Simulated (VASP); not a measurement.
Wanted: the native input for a VASP 6.6.1 run.

```yaml
Task: single point
Functional: LDA
Potentials_or_basis: VASP PAW LDA potentials, release 64 (Cu)
Cutoff: 520 eV
k_mesh: 11 × 11 × 11
Occupations: fermi-dirac, width 0.05 eV
Spin: no spin polarisation
Dipole_correction: no
Further_INCAR_settings: ALGO = Normal; EDIFF = 1e-06; NBANDS = 12
```

The structure of Cu lies in POSCAR:

```
Cu
1.0
    0.0000000000      1.7583703115      1.7583703115
    1.7583703115      0.0000000000      1.7583703115
    1.7583703115      1.7583703115      0.0000000000
Cu
1
Direct
    0.0000000000      0.0000000000      0.0000000000
```

One way to write it, as run:

INCAR

```
SYSTEM = Cu
PREC = Accurate
ENCUT = 520
EDIFF = 1E-6
ISMEAR = -1
SIGMA = 0.05
LREAL = .False.
LASPH = .True.
NELM = 80
ALGO = Normal
ISIF = 2
LWAVE = .False.
LCHARG = .False.
NBANDS = 12
```

KPOINTS

```
Automatic mesh
0
Gamma
  11 11 11
  0 0 0
```

Potentials or basis: VASP PAW LDA potentials, release 64 (Cu).

Run with:

```console
$ cat potpaw_LDA.64/Cu/POTCAR > POTCAR
$ mpirun -np 1 vasp_std > vasp.out
```

Results of the run:

```json
{"Pressure": "0.8 GPa"}
```

Wall time 4.4 s on 1 thread of Intel Xeon 6975P-C, with other jobs on the host, peak memory 0.11 GiB.
